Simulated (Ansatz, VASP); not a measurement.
One calculation of K2S, two programs

```
CELL_PARAMETERS angstrom
0.00000 3.73147 3.73147
3.73147 0.00000 3.73147
3.73147 3.73147 0.00000
ATOMIC_POSITIONS crystal
K 0.25000 0.25000 0.25000
K 0.75000 0.75000 0.75000
S 0.00000 0.00000 0.00000
```

Alike in both runs: task single point; functional PBE; k mesh 8 × 8 × 8; occupations gaussian, width 0.05 eV; no spin polarisation.

|  | VASP | Ansatz |
| --- | --- | --- |
| version | VASP 6.6.1 | Ansatz 0.2.0 |
| potentials or method | VASP PAW PBE potentials, release 64 (K_sv, S), cutoff 500 eV | scalar-relativistic, plane waves, PAW |
| valence electrons in the cell | 24 | 24 |

|  | VASP | Ansatz | Ansatz less VASP |
| --- | --- | --- | --- |
| pressure (GPa) | 0.0 | 0.0 | -0.03 |
